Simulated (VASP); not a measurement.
Hf: single point with r2SCAN

Crystal: Hf.

```
CELL_PARAMETERS angstrom
-1.85013 1.85013 1.89525
1.85013 -1.85013 1.89525
1.85013 1.85013 -1.89525
ATOMIC_POSITIONS crystal
Hf 0.00000 0.00000 0.00000
```

This cell differs from its parent crystal: strain +0.025 along x and y, +0.050 along z.

| Item | Value |
| --- | --- |
| Program | VASP 6.6.1 |
| Task | single point |
| Functional | r2SCAN |
| Potentials or basis | VASP PAW PBE potentials, release 64 (Hf_pv) |
| Cutoff | 520 eV |
| k mesh | 18 × 18 × 18 |
| Occupations | gaussian, width 0.15 eV |
| Spin | no spin polarisation |

- Pressure: -12.8 GPa
- Band gap on the k mesh: zero (bands 5 and 6 overlap by 2.21 eV)

Stress tensor (GPa, compression positive):
```
-13.38   0.00   0.00
  0.00 -13.38   0.00
  0.00   0.00 -11.67
```

Levels at points of the mesh, in eV from the Fermi level:
| k point | band 2 | band 3 | band 4 | band 5 | band 6 | band 7 | band 8 | band 9 |
| --- | --- | --- | --- | --- | --- | --- | --- | --- |
| (0.00, 0.00, 0.00) | -31.63 | -31.63 | -6.91 | 1.51 | 1.51 | 1.75 | 3.84 | 4.16 |
| (0.50, 0.00, 0.00) | -31.79 | -31.63 | -3.09 | -0.11 | 0.34 | 3.68 | 4.64 | 6.63 |
| (0.50, 0.50, 0.00) | -31.80 | -31.64 | -3.03 | -0.37 | 0.46 | 4.01 | 4.75 | 6.67 |
| (0.50, 0.50, 0.50) | -31.98 | -31.98 | -2.14 | -2.09 | 5.96 | 5.97 | 6.01 | 6.01 |

Wall time 2.7 min on 1 thread of Intel(R) Xeon(R) Platinum 8488C (Sapphire Rapids) (shared host), peak memory 0.25 GiB.

Caveat: the cell differs from its parent crystal (strain +0.025 along x and y, +0.050 along z); the cell stands under tension; the PAW data sets were made with another functional, which shifts forces and pressure a little; spin-orbit coupling is left out, which moves the levels of the heavy elements.
